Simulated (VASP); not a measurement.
# Cs (P6/mmm) in VASP: relaxation of cell and atoms with PBEsol

Aim: the relaxation of cell and atoms of Cs with PBEsol.

Program: VASP 6.6.1. These are calculated values, not measurements. Logs are shortened: lines on timing, memory, paths and dates and some standing lists are left out, and cuts for length are marked.

### Step 1. The cell of the first run

The structure is hexagonal, space group P6/mmm (No. 191). Conventional cell: a = 8.590 Å, b = 8.590 Å, c = 5.145 Å, α = 90.00°, β = 90.00°, γ = 120.00°.

### Step 2. Relaxation of cell and atoms, PBEsol

Input file INCAR:

```
ALGO = Fast
EDIFF = 1E-6
EDIFFG = -0.01
ENCUT = 600
GGA = PS
IBRION = 2
ISIF = 3
ISMEAR = 0
LASPH = T
LCHARG = F
LREAL = F
LWAVE = F
NELM = 80
NSW = 100
PREC = Accurate
SIGMA = 0.1
```

Input file KPOINTS:

```
k-points
0
Gamma
  6 6 10
```

Input file POSCAR:

```
Cs
1.0
    8.5900180978      0.0000000000      0.0000000000
   -4.2950090489      7.4391738917      0.0000000000
    0.0000000000      0.0000000000      5.1450430993
Cs
3
Direct
    0.0000000000      0.0000000000      0.0000000000
    0.3333333333      0.6666666667      0.5000000000
    0.6666666667      0.3333333333      0.5000000000
```

Potentials or basis: VASP PAW PBE potentials, release 64 (Cs_sv).

Run with:

```sh
> cat potpaw_PBE.64/Cs_sv/POTCAR > POTCAR
> mpirun -np 1 vasp_std > vasp.out
```

OUTCAR:

```text
EDIFF = 1E-6
   EDIFFG = -0.01
   ENCUT = 600
   GGA = PS
   IBRION = 2
   ISIF = 3
   ISMEAR = 0
   LASPH = T
   LREAL = F
   NELM = 80
   NSW = 100
   PREC = Accurate

 ion  position               nearest neighbor table
   1  0.000  0.000  0.000-
   2  0.333  0.667  0.500-
   3  0.667  0.333  0.500-

  LATTYP: Found a hexagonal cell.
 ALAT       =     8.5900180978
 C/A-ratio  =     0.5989560256

  Lattice vectors:

 A1 = (   8.5900180978,   0.0000000000,   0.0000000000)
 A2 = (  -4.2950090489,   7.4391738917,   0.0000000000)
 A3 = (   0.0000000000,   0.0000000000,   5.1450430993)

Analysis of symmetry for initial positions (statically):
=====================================================================
 Subroutine PRICEL returns:
 Original cell was already a primitive cell.

 Routine SETGRP: Setting up the symmetry group for a
 hexagonal supercell.

 Subroutine GETGRP returns: Found 24 space group operations
 (whereof 24 operations were pure point group operations)
 out of a pool of 24 trial point group operations.

The static configuration has the point symmetry D_6h.

Analysis of symmetry for dynamics (positions and initial velocities):
=====================================================================
 Subroutine PRICEL returns:
 Original cell was already a primitive cell.

 Routine SETGRP: Setting up the symmetry group for a
 hexagonal supercell.

 Subroutine GETGRP returns: Found 24 space group operations
 (whereof 24 operations were pure point group operations)
 out of a pool of 24 trial point group operations.

The dynamic configuration has the point symmetry D_6h.

 Subroutine INISYM returns: Found 24 space group operations
 (whereof 24 operations are pure point group operations),
 and found     1 'primitive' translations

----------------------------------------------------------------------------------------

                                     Primitive cell

  volume of cell :     328.7818

  direct lattice vectors                    reciprocal lattice vectors
     8.590018098  0.000000000  0.000000000     0.116414190  0.067211764  0.000000000
    -4.295009049  7.439173892  0.000000000     0.000000000  0.134423528  0.000000000
     0.000000000  0.000000000  5.145043099     0.000000000  0.000000000  0.194361832

  length of vectors
     8.590018098  8.590018098  5.145043099     0.134423528  0.134423528  0.194361832

  position of ions in fractional coordinates (direct lattice)
     0.000000000  0.000000000  0.000000000
     0.333333333  0.666666667  0.500000000
     0.666666667  0.333333333  0.500000000

  ion indices of the primitive-cell ions
   primitive index   ion index
                 1           1
                 2           2
                 3           3

----------------------------------------------------------------------------------------

 KPOINTS: k-points

Automatic generation of k-mesh.
 Grid dimensions read from file:
 generate k-points for:    6    6   10

 Generating k-lattice:

  Cartesian coordinates                     Fractional coordinates (reciprocal lattice)
     0.019402365  0.011201961  0.000000000     0.166666667 -0.000000000  0.000000000
     0.000000000  0.022403921  0.000000000     0.000000000  0.166666667  0.000000000
     0.000000000  0.000000000  0.019436183     0.000000000  0.000000000  0.100000000

  Length of vectors
     0.022403921  0.022403921  0.019436183

  Shift w.r.t. Gamma in fractional coordinates (k-lattice)
     0.000000000  0.000000000  0.000000000

 Subroutine IBZKPT returns following result:
 ===========================================

 Found     42 irreducible k-points:

 Following reciprocal coordinates:
            Coordinates               Weight
  0.000000  0.000000  0.000000      1.000000
  0.166667 -0.000000  0.000000      6.000000
  0.333333  0.000000  0.000000      6.000000
  0.500000  0.000000  0.000000      3.000000
  0.166667  0.166667  0.000000      6.000000
  0.333333  0.166667  0.000000     12.000000
[... 16 lines left out ...]
  0.166667 -0.000000  0.300000     12.000000
  0.333333  0.000000  0.300000     12.000000
 [... further k-points ...]
   k-points           NKPTS =     42   k-points in BZ     NKDIM =     42   number of bands    NBANDS=     17
   number of dos      NEDOS =    301   number of ions     NIONS =      3
   total plane-waves  NPLWV = 205800
   dimension x,y,z NGX =    70 NGY =   70 NGZ =   42
   dimension x,y,z NGXF=   140 NGYF=  140 NGZF=   84
   ions per type =               3
   NGX,Y,Z   is equivalent  to a cutoff of  13.55, 13.55, 13.57 a.u.
   NGXF,Y,Z  is equivalent  to a cutoff of  27.09, 27.09, 27.14 a.u.
 SYSTEM =  unknown system
   PREC   = accura    normal or accurate (medium, high low for compatibility)
   ISTART =      0    job   : 0-new  1-cont  2-samecut
   ICHARG =      2    charge: 1-file 2-atom 10-const
   ISPIN  =      1    spin polarized calculation?
   LNONCOLLINEAR =      F non collinear calculations
   LSORBIT =      F    spin-orbit coupling
   LASPH  =      T    aspherical Exc in radial PAW
   ENCUT  =  600.0 eV  44.10 Ry    6.64 a.u.  17.16 17.16 10.28*2*pi/ulx,y,z
   NELM   =     80;   NELMIN=  2; NELMDL= -5     # of ELM steps
   EDIFF  = 0.1E-05   stopping-criterion for ELM
   LREAL  =      F    real-space projection
   EDIFFG = -.1E-01   stopping-criterion for IOM
   NSW    =    100    number of steps for IOM
   IBRION =      2    ionic relax: 0-MD 1-quasi-New 2-CG
   NFREE  =      1    steps in history (QN), initial steepest desc. (CG)
   ISIF   =      3    stress and relaxation
   ISYM   =      2    0-nonsym 1-usesym 2-fastsym
   POTIM  = 0.5000    time-step for ionic-motion
   TEBEG  =    0.0;   TEEND  =   0.0 temperature during run
   PSTRESS=    0.0 pullay stress
   NELECT =      27.0000    total number of electrons
   NUPDOWN=      -1.0000    fix difference up-down
   EMIN   =  10.00;   EMAX   =-10.00  energy-range for DOS
   EFERMI =   0.00;   METHOD = LEGACY
   ISMEAR =     0;   SIGMA  =   0.10  broadening in eV -4-tet -1-fermi 0-gaus
   EFERMI_NEDOS =   21; number of points for ismear=-14 and -15
   IALGO  =     68    algorithm
   IMIX   =      4    mixing-type and parameters
     AMIX     =   0.40;   BMIX     =  1.00
     AMIX_MAG =   1.60;   BMIX_MAG =  1.00
  volume/ion in A,a.u.               =     109.59       739.58
  Fermi-wavevector in a.u.,A,eV,Ry     =   0.711585  1.344701  6.889355  0.506353
  Thomas-Fermi vector in A             =   1.798735
   LORBIT       =      0    0 simple, 1 ext, 2 COOP (PROOUT), +10 PAW based schemes
   GGA     = PS    functional components
   LHFCALC =     F    Hartree Fock is set to
   AEXX    =    0.0000 exact exchange contribution
   IVDW    =     0    specifies the selected vdW correction
   LEPSILON=     F    determine dielectric tensor
   LRPA    =     F    only Hartree local field effects (RPA)
 conjugate gradient relaxation of ions
 non-spin polarized calculation
 RMM-DIIS sequential band-by-band and
 Gauss-broadening in eV      SIGMA  =   0.10
  energy-cutoff  :      600.00
  volume of cell :      328.78
 maximum number of plane-waves:     11037
 NGX is ok and might be reduce to    70
   NGX = 35   NGY = 35   NGZ = 21

 number of electron      26.9999999 magnetization

 Free energy of the ion-electron system (eV)
  ---------------------------------------------------
  ext. energy  EPLUGINS =         0.00000000
  ---------------------------------------------------
  free energy    TOTEN  =        -2.80979487 eV

  energy without entropy =       -2.78968186  energy(sigma->0) =       -2.79973836

 E-fermi :   0.5010     XC(G=0):  -5.6022

 val. band max:        0.4941986197   @ k =   0.5000   0.0000   0.0000
 cond. band min:       0.5206533919   @ k =   0.1667   0.1667   0.0000
 fundamental gap:      0.0264547722
 Fermi energy:         0.5009598447

 k-point     1 :       0.0000    0.0000    0.0000
  band No.  band energies     occupation
      1     -23.3657      2.00000
      2     -23.3543      2.00000
      3     -23.2677      2.00000
      4     -10.2146      2.00000
      5     -10.2146      2.00000
      6     -10.1209      2.00000
[... 9 lines left out ...]
     16       1.3974      0.00000
     17       1.4395      0.00000

 k-point     2 :       0.1667   -0.0000    0.0000
  band No.  band energies     occupation
      1     -23.3650      2.00000
      2     -23.3550      2.00000
      3     -23.2677      2.00000
      4     -10.2214      2.00000
      5     -10.2126      2.00000
      6     -10.1136      2.00000
[... 9 lines left out ...]
     16       1.3690      0.00000
     17       1.5184      0.00000

 k-point     3 :       0.3333    0.0000    0.0000
  band No.  band energies     occupation
      1     -23.3633      2.00000
      2     -23.3567      2.00000
      3     -23.2678      2.00000
      4     -10.2325      2.00000
      5     -10.2003      2.00000
      6     -10.1155      2.00000
[... 9 lines left out ...]
     16       1.3864      0.00000
     17       1.7999      0.00000

 k-point     4 :       0.5000    0.0000    0.0000
  band No.  band energies     occupation
      1     -23.3619      2.00000
      2     -23.3581      2.00000
      3     -23.2678      2.00000
      4     -10.2373      2.00000
      5     -10.1859      2.00000
      6     -10.1317      2.00000
[... 9 lines left out ...]
     16       1.3897      0.00000
     17       2.0090      0.00000

 k-point     5 :       0.1667    0.1667    0.0000
  band No.  band energies     occupation
      1     -23.3638      2.00000
      2     -23.3562      2.00000
      3     -23.2678      2.00000
      4     -10.2276      2.00000
      5     -10.2070      2.00000
      6     -10.1136      2.00000
[... 9 lines left out ...]
     16       1.5208      0.00000
     17       1.5354      0.00000

 k-point     6 :       0.3333    0.1667    0.0000
  band No.  band energies     occupation
      1     -23.3619      2.00000
      2     -23.3581      2.00000
      3     -23.2678      2.00000
      4     -10.2326      2.00000
      5     -10.1898      2.00000
      6     -10.1361      2.00000
[... 9 lines left out ...]
     16       1.5338      0.00000
     17       1.8070      0.00000

 k-point     7 :       0.3333    0.3333    0.0000
  band No.  band energies     occupation
      1     -23.3600      2.00000
      2     -23.3600      2.00000
      3     -23.2678      2.00000
      4     -10.2301      2.00000
      5     -10.1681      2.00000
      6     -10.1681      2.00000
[... 9 lines left out ...]
     16       1.7559      0.00000
     17       1.8863      0.00000

 k-point     8 :       0.0000    0.0000    0.1000
  band No.  band energies     occupation
      1     -23.3653      2.00000
      2     -23.3539      2.00000
      3     -23.2673      2.00000
      4     -10.2131      2.00000
      5     -10.2131      2.00000
      6     -10.1179      2.00000
[... 9 lines left out ...]
     16       1.3858      0.00000
     17       1.3932      0.00000
[... 203 lines left out ...]
      1     -23.3622      2.00000
      2     -23.3546      2.00000
      3     -23.2662      2.00000
      4     -10.2210      2.00000
      5     -10.1987      2.00000
      6     -10.1405      2.00000
[... 9 lines left out ...]
     16       1.4746      0.00000
     17       1.5618      0.00000

 k-point    20 :       0.3333    0.1667    0.2000
  band No.  band energies     occupation
      1     -23.3603      2.00000
      2     -23.3565      2.00000
      3     -23.2662      2.00000
      4     -10.2264      2.00000
      5     -10.1829      2.00000
      6     -10.1397      2.00000
[... 9 lines left out ...]
     16       1.4995      0.00000
     17       1.8186      0.00000

 k-point    21 :       0.3333    0.3333    0.2000
  band No.  band energies     occupation
      1     -23.3584      2.00000
      2     -23.3584      2.00000
      3     -23.2662      2.00000
      4     -10.2271      2.00000
      5     -10.1606      2.00000
      6     -10.1606      2.00000
[... 9 lines left out ...]
     16       1.6501      0.00000
     17       1.9504      0.00000

 k-point    22 :       0.0000    0.0000    0.3000
  band No.  band energies     occupation
      1     -23.3626      2.00000
      2     -23.3514      2.00000
      3     -23.2648      2.00000
      4     -10.2043      2.00000
      5     -10.2043      2.00000
      6     -10.1831      2.00000
[... 9 lines left out ...]
     16       1.3965      0.00000
     17       1.3977      0.00000

 k-point    23 :       0.1667   -0.0000    0.3000
  band No.  band energies     occupation
      1     -23.3620      2.00000
      2     -23.3520      2.00000
      3     -23.2648      2.00000
      4     -10.2084      2.00000
      5     -10.2005      2.00000
      6     -10.1824      2.00000
[... 9 lines left out ...]
     16       1.3083      0.00000
     17       1.4775      0.00000

 k-point    24 :       0.3333    0.0000    0.3000
  band No.  band energies     occupation
      1     -23.3602      2.00000
      2     -23.3537      2.00000
      3     -23.2648      2.00000
      4     -10.2155      2.00000
      5     -10.1917      2.00000
      6     -10.1792      2.00000
[... 9 lines left out ...]
     16       1.2665      0.00000
     17       1.6125      0.00000

 [... further k-points ...]

------------------------ aborting loop because EDIFF is reached ----------------------------------------

  FORCE on cell =-STRESS in cart. coord.  units (eV):
  Direction    XX          YY          ZZ          XY          YZ          ZX
  --------------------------------------------------------------------------------------
  -------------------------------------------------------------------------------------
  Total        0.0106283      0.0106283     -0.0042803      0.0000000      0.0000000      0.0000000
  in kB        0.0517926      0.0517926     -0.0208584      0.0000000      0.0000000      0.0000000
  external PRESSURE =       0.0275756 kB  Pullay stress =       0.0000000 kB

 VOLUME and BASIS-vectors are now :
 -----------------------------------------------------------------------------
  energy-cutoff  :      600.00
  volume of cell :      328.78
      direct lattice vectors                 reciprocal lattice vectors
     8.590018098  0.000000000  0.000000000     0.116414190  0.067211764  0.000000000
    -4.295009049  7.439173892  0.000000000     0.000000000  0.134423528  0.000000000
     0.000000000  0.000000000  5.145043099     0.000000000  0.000000000  0.194361832

 POSITION                                       TOTAL-FORCE (eV/Angst)
 -----------------------------------------------------------------------------------
      0.00000      0.00000      0.00000        -0.000000      0.000000      0.000000
     -0.00000      4.95945      2.57252         0.000000     -0.000000     -0.000000
      4.29501      2.47972      2.57252        -0.000000      0.000000      0.000000
 -----------------------------------------------------------------------------------
    total drift:                                0.000000     -0.000000     -0.000000

  FREE ENERGIE OF THE ION-ELECTRON SYSTEM (eV)
  ---------------------------------------------------
  free  energy   TOTEN  =        -2.8097948656 eV

  energy  without entropy=       -2.7896818583  energy(sigma->0) =       -2.79973836

 reached required accuracy - stopping structural energy minimisation
```

It took 5 min on 1 thread of Oxide Virtual Turin-like, shared host; peak memory 0.57 GiB.

Results:

| Item | Value |
| --- | --- |
| Free energy | -2.8098 eV |
| Pressure after relaxing | 0.0 GPa |

Final structure:
```xyz
3
Lattice="8.5900 0.0000 0.0000 -4.2950 7.4392 0.0000 0.0000 0.0000 5.1450" Properties=species:S:1:pos:R:3 pbc="T T T"
Cs    0.0000    0.0000    0.0000
Cs    0.0000    4.9594    2.5725
Cs    4.2950    2.4797    2.5725
```

Levels at points of the mesh, in eV from the Fermi level:
```csv
k point,band 11,band 12,band 13,band 14,band 15,band 16
"(0.00, 0.00, 0.00)",-10.53,-10.49,-1.74,0.67,0.88,0.90
"(0.50, 0.00, 0.00)",-10.54,-10.50,-0.87,-0.86,-0.01,0.89
"(0.00, 0.00, 0.50)",-10.54,-10.54,-0.20,0.06,0.71,0.71
"(0.50, 0.00, 0.50)",-10.54,-10.54,0.14,0.17,0.71,0.73
```

Caveat: the relaxation stopped at its first step, so nothing moved; the PAW data sets were made with another functional, which shifts forces and pressure a little; spin-orbit coupling is left out, which moves the levels of the heavy elements.
